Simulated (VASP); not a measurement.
# Dy2H (P4_2/mnm) in VASP: single point with PBE

Aim: the single point of Dy2H with PBE.

All numbers are computed with VASP 6.6.1; they aren't measurements. Logs are shortened: lines on timing, memory, paths and dates and some standing lists are left out, and cuts for length are marked.

### Step 1. The cell of the first run

The structure is tetragonal, space group P4_2/mnm (No. 136). The conventional cell has a = 5.919 Å, b = 5.919 Å, c = 3.626 Å, α = 90.00°, β = 90.00°, γ = 90.00°. Dy (site symmetry m2m) has 3 H at 2.48 to 2.49 Å and 11 Dy at 3.41 to 3.63 Å within 3.7 Å. H (site symmetry mmm) has 6 Dy at 2.48 to 2.49 Å within 3.3 Å.

The cell was generated, and may not be a known phase.

### Step 2. Single point, PBE

Input file INCAR:

```
  ALGO = Normal
  EDIFF = 1E-6
  ENCUT = 500
  GGA = PE
  GGA_COMPAT = F
  ISIF = 2
  ISMEAR = 0
  LASPH = T
  LCHARG = F
  LMAXMIX = 6
  LREAL = F
  LWAVE = F
  NBANDS = 28
  NELM = 200
  PREC = Accurate
  SIGMA = 0.2
```

Input file KPOINTS:

```
k-points
0
Gamma
  3 3 5
```

Input file POSCAR:

```
Dy2H
1.0
    5.9189623061      0.0000000000      0.0000000000
    0.0000000000      5.9189623061      0.0000000000
    0.0000000000      0.0000000000      3.6264878846
Dy H
4 2
Direct
    0.2963717758      0.2963717758      0.0000000000
    0.7036282242      0.7036282242      0.0000000000
    0.7963717758      0.2036282242      0.5000000000
    0.2036282242      0.7963717758      0.5000000000
    0.0000000000      0.0000000000      0.0000000000
    0.5000000000      0.5000000000      0.5000000000
```

Potentials or basis: VASP PAW PBE potentials, release 64 (Dy_3, H), 4f in core.

On the command line:

```
$ cat potpaw_PBE.64/Dy_3/POTCAR potpaw_PBE.64/H/POTCAR > POTCAR
$ mpirun -np 1 vasp_std > vasp.out
```

OUTCAR:

```text
EDIFF = 1E-6
   ENCUT = 500
   GGA = PE
   ISIF = 2
   ISMEAR = 0
   LASPH = T
   LREAL = F
   NELM = 200
   PREC = Accurate

 ion  position               nearest neighbor table
   1  0.296  0.296  0.000-   2 3.41   3 3.51   4 3.51   3 3.51   4 3.51   4 3.51   4 3.51   3 3.51
                             3 3.51
   2  0.704  0.704  0.000-   1 3.41   3 3.51   4 3.51   3 3.51   4 3.51   3 3.51   3 3.51   4 3.51
                             4 3.51
   3  0.796  0.204  0.500-   4 3.41   2 3.51   1 3.51   1 3.51   2 3.51   2 3.51   2 3.51   1 3.51
                             1 3.51
   4  0.204  0.796  0.500-   3 3.41   2 3.51   1 3.51   1 3.51   2 3.51   1 3.51   1 3.51   2 3.51
                             2 3.51
   5  0.000  0.000  0.000-
   6  0.500  0.500  0.500-

  LATTYP: Found a simple tetragonal cell.
 ALAT       =     5.9189623061
 C/A-ratio  =     0.6126898090

  Lattice vectors:

 A1 = (   5.9189623061,   0.0000000000,   0.0000000000)
 A2 = (   0.0000000000,   5.9189623061,   0.0000000000)
 A3 = (   0.0000000000,   0.0000000000,   3.6264878846)

Analysis of symmetry for initial positions (statically):
=====================================================================
 Subroutine PRICEL returns:
 Original cell was already a primitive cell.

 Routine SETGRP: Setting up the symmetry group for a
 simple tetragonal supercell.

 Subroutine GETGRP returns: Found 16 space group operations
 (whereof  8 operations were pure point group operations)
 out of a pool of 16 trial point group operations.

The static configuration has the point symmetry D_2h.
 The point group associated with its full space group is D_4h.

Analysis of symmetry for dynamics (positions and initial velocities):
=====================================================================
 Subroutine PRICEL returns:
 Original cell was already a primitive cell.

 Routine SETGRP: Setting up the symmetry group for a
 simple tetragonal supercell.

 Subroutine GETGRP returns: Found 16 space group operations
 (whereof  8 operations were pure point group operations)
 out of a pool of 16 trial point group operations.

The dynamic configuration has the point symmetry D_2h.
 The point group associated with its full space group is D_4h.

 Subroutine INISYM returns: Found 16 space group operations
 (whereof  8 operations are pure point group operations),
 and found     1 'primitive' translations

----------------------------------------------------------------------------------------

                                     Primitive cell

  volume of cell :     127.0508

  direct lattice vectors                    reciprocal lattice vectors
     5.918962306  0.000000000  0.000000000     0.168948533  0.000000000  0.000000000
     0.000000000  5.918962306  0.000000000     0.000000000  0.168948533  0.000000000
     0.000000000  0.000000000  3.626487885     0.000000000  0.000000000  0.275748888

  length of vectors
     5.918962306  5.918962306  3.626487885     0.168948533  0.168948533  0.275748888

  position of ions in fractional coordinates (direct lattice)
     0.296371776  0.296371776  0.000000000
     0.703628224  0.703628224  0.000000000
     0.796371776  0.203628224  0.500000000
     0.203628224  0.796371776  0.500000000
     0.000000000  0.000000000  0.000000000
     0.500000000  0.500000000  0.500000000

  ion indices of the primitive-cell ions
   primitive index   ion index
                 1           1
                 2           2
                 3           3
                 4           4
                 5           5
                 6           6

----------------------------------------------------------------------------------------

 KPOINTS: k-points

Automatic generation of k-mesh.
 Grid dimensions read from file:
 generate k-points for:    3    3    5

 Generating k-lattice:

  Cartesian coordinates                     Fractional coordinates (reciprocal lattice)
     0.056316178  0.000000000  0.000000000     0.333333333  0.000000000  0.000000000
     0.000000000  0.056316178  0.000000000     0.000000000  0.333333333  0.000000000
     0.000000000  0.000000000  0.055149778     0.000000000  0.000000000  0.200000000

  Length of vectors
     0.056316178  0.056316178  0.055149778

  Shift w.r.t. Gamma in fractional coordinates (k-lattice)
     0.000000000  0.000000000  0.000000000

 Subroutine IBZKPT returns following result:
 ===========================================

 Found      9 irreducible k-points:

 Following reciprocal coordinates:
            Coordinates               Weight
  0.000000  0.000000  0.000000      1.000000
  0.333333  0.000000  0.000000      4.000000
  0.333333  0.333333  0.000000      4.000000
  0.000000  0.000000  0.200000      2.000000
  0.333333  0.000000  0.200000      8.000000
  0.333333  0.333333  0.200000      8.000000
  0.000000  0.000000  0.400000      2.000000
  0.333333  0.000000  0.400000      8.000000
  0.333333  0.333333  0.400000      8.000000
   k-points           NKPTS =      9   k-points in BZ     NKDIM =      9   number of bands    NBANDS=     28
   number of dos      NEDOS =    301   number of ions     NIONS =      6
   total plane-waves  NPLWV =  64512
   dimension x,y,z NGX =    48 NGY =   48 NGZ =   28
   dimension x,y,z NGXF=    96 NGYF=   96 NGZF=   56
   ions per type =               4   2
   NGX,Y,Z   is equivalent  to a cutoff of  13.48, 13.48, 12.84 a.u.
   NGXF,Y,Z  is equivalent  to a cutoff of  26.96, 26.96, 25.67 a.u.
 SYSTEM =  unknown system
   PREC   = accura    normal or accurate (medium, high low for compatibility)
   ISTART =      0    job   : 0-new  1-cont  2-samecut
   ICHARG =      2    charge: 1-file 2-atom 10-const
   ISPIN  =      1    spin polarized calculation?
   LNONCOLLINEAR =      F non collinear calculations
   LSORBIT =      F    spin-orbit coupling
   LASPH  =      T    aspherical Exc in radial PAW
   ENCUT  =  500.0 eV  36.75 Ry    6.06 a.u.  10.79 10.79  6.61*2*pi/ulx,y,z
   NELM   =    200;   NELMIN=  2; NELMDL= -5     # of ELM steps
   EDIFF  = 0.1E-05   stopping-criterion for ELM
   LREAL  =      F    real-space projection
   EDIFFG = 0.1E-04   stopping-criterion for IOM
   NSW    =      0    number of steps for IOM
   IBRION =     -1    ionic relax: 0-MD 1-quasi-New 2-CG
   NFREE  =      0    steps in history (QN), initial steepest desc. (CG)
   ISIF   =      2    stress and relaxation
   ISYM   =      2    0-nonsym 1-usesym 2-fastsym
   POTIM  = 0.5000    time-step for ionic-motion
   TEBEG  =    0.0;   TEEND  =   0.0 temperature during run
   PSTRESS=    0.0 pullay stress
   NELECT =      38.0000    total number of electrons
   NUPDOWN=      -1.0000    fix difference up-down
   EMIN   =  10.00;   EMAX   =-10.00  energy-range for DOS
   EFERMI =   0.00;   METHOD = LEGACY
   ISMEAR =     0;   SIGMA  =   0.20  broadening in eV -4-tet -1-fermi 0-gaus
   EFERMI_NEDOS =   21; number of points for ismear=-14 and -15
   IALGO  =     38    algorithm
   IMIX   =      4    mixing-type and parameters
     AMIX     =   0.40;   BMIX     =  1.00
     AMIX_MAG =   1.60;   BMIX_MAG =  1.00
  volume/ion in A,a.u.               =      21.18       142.90
  Fermi-wavevector in a.u.,A,eV,Ry     =   1.094822  2.068914 16.308426  1.198636
  Thomas-Fermi vector in A             =   2.231134
   LORBIT       =      0    0 simple, 1 ext, 2 COOP (PROOUT), +10 PAW based schemes
   GGA     = PE    functional components
   LHFCALC =     F    Hartree Fock is set to
   AEXX    =    0.0000 exact exchange contribution
   IVDW    =     0    specifies the selected vdW correction
   LEPSILON=     F    determine dielectric tensor
   LRPA    =     F    only Hartree local field effects (RPA)
 non-spin polarized calculation
 Gauss-broadening in eV      SIGMA  =   0.20
  energy-cutoff  :      500.00
  volume of cell :      127.05
 maximum number of plane-waves:      3246
 NGX is ok and might be reduce to    48
   NGX = 21   NGY = 21   NGZ = 13

 number of electron      38.0000001 magnetization

 Free energy of the ion-electron system (eV)
  ---------------------------------------------------
  ext. energy  EPLUGINS =         0.00000000
  ---------------------------------------------------
  free energy    TOTEN  =       -26.14569720 eV

  energy without entropy =      -26.04167572  energy(sigma->0) =      -26.09368646

 E-fermi :   3.4067     XC(G=0): -10.0485

 val. band max:        3.3409896090   @ k =   0.3333   0.0000   0.0000
 cond. band min:       3.4845972626   @ k =   0.3333   0.0000   0.4000
 fundamental gap:      0.1436076536
 Fermi energy:         3.4067319523

 k-point     1 :       0.0000    0.0000    0.0000
  band No.  band energies     occupation
      1     -20.3957      2.00000
      2     -20.1351      2.00000
      3     -20.0458      2.00000
      4     -20.0458      2.00000
      5     -19.8881      2.00000
      6     -19.7682      2.00000
[... 20 lines left out ...]
     27       5.9146      0.00000
     28       6.6231      0.00000

 k-point     2 :       0.3333    0.0000    0.0000
  band No.  band energies     occupation
      1     -20.3112      2.00000
      2     -20.1507      2.00000
      3     -20.0480      2.00000
      4     -19.9107      2.00000
      5     -19.8456      2.00000
      6     -19.7901      2.00000
[... 20 lines left out ...]
     27       6.4517      0.00000
     28       6.7223      0.00000

 k-point     3 :       0.3333    0.3333    0.0000
  band No.  band energies     occupation
      1     -20.2200      2.00000
      2     -20.0912      2.00000
      3     -20.0353      2.00000
      4     -19.8918      2.00000
      5     -19.8200      2.00000
      6     -19.8063      2.00000
[... 151 lines left out ...]
      3     -20.1317      2.00000
      4     -20.0715      2.00000
      5     -19.9987      2.00000
      6     -19.9387      2.00000
[... 20 lines left out ...]
     27       7.3867      0.00000
     28       7.6173      0.00000

 k-point     9 :       0.3333    0.3333    0.4000
  band No.  band energies     occupation
      1     -20.2677      2.00000
      2     -20.2416      2.00000
      3     -20.1411      2.00000
      4     -20.1272      2.00000
      5     -19.9187      2.00000
      6     -19.8127      2.00000
[... 20 lines left out ...]
     27       6.5885      0.00000
     28       7.4568      0.00000

------------------------ aborting loop because EDIFF is reached ----------------------------------------

  FORCE on cell =-STRESS in cart. coord.  units (eV):
  Direction    XX          YY          ZZ          XY          YZ          ZX
  --------------------------------------------------------------------------------------
  -------------------------------------------------------------------------------------
  Total        0.1478497      0.1478497      0.3368750     -0.0000000      0.0000000      0.0000000
  in kB        1.8644620      1.8644620      4.2481708     -0.0000000      0.0000000      0.0000000
  external PRESSURE =       2.6590316 kB  Pullay stress =       0.0000000 kB

 VOLUME and BASIS-vectors are now :
 -----------------------------------------------------------------------------
  energy-cutoff  :      500.00
  volume of cell :      127.05
      direct lattice vectors                 reciprocal lattice vectors
     5.918962306  0.000000000  0.000000000     0.168948533  0.000000000  0.000000000
     0.000000000  5.918962306  0.000000000     0.000000000  0.168948533  0.000000000
     0.000000000  0.000000000  3.626487885     0.000000000  0.000000000  0.275748888

 POSITION                                       TOTAL-FORCE (eV/Angst)
 -----------------------------------------------------------------------------------
      1.75421      1.75421      0.00000         0.003919      0.003919      0.000000
      4.16475      4.16475      0.00000        -0.003919     -0.003919     -0.000000
      4.71369      1.20527      1.81324         0.003919     -0.003919     -0.000000
      1.20527      4.71369      1.81324        -0.003919      0.003919      0.000000
      0.00000      0.00000      0.00000         0.000000      0.000000      0.000000
      2.95948      2.95948      1.81324         0.000000      0.000000      0.000000
 -----------------------------------------------------------------------------------
    total drift:                                0.000000      0.000000     -0.000000

  FREE ENERGIE OF THE ION-ELECTRON SYSTEM (eV)
  ---------------------------------------------------
  free  energy   TOTEN  =       -26.1456972037 eV

  energy  without entropy=      -26.0416757194  energy(sigma->0) =      -26.09368646
```

It took 48 s on 1 thread of Intel Xeon 8259CL, shared host; peak memory 0.24 GiB.

Results:

```
Free energy            : -26.1457 eV
Pressure               : 0.3 GPa
Largest force          : 0.006 eV/Å
Band gap on the k mesh : zero (bands 19 and 20 overlap by 0.56 eV)
```

Forces on the atoms (eV/Å):
```
Dy   0.004  0.004  0.000
Dy  -0.004 -0.004  0.000
Dy   0.004 -0.004  0.000
Dy  -0.004  0.004  0.000
H    0.000  0.000  0.000
H    0.000  0.000  0.000
```

Stress tensor (GPa, compression positive):
```
0.19 0.00 0.00
0.00 0.19 0.00
0.00 0.00 0.42
```

Caveat: spin-orbit coupling is left out, which moves the levels of the heavy elements; the 4f electrons are frozen in the core, so they carry no moment and show no levels. Spin polarisation is off, so any magnetic state and its effect on volume and gap are missing.

The gap in the log of VASP goes by the Fermi energy; the results here count the filled bands.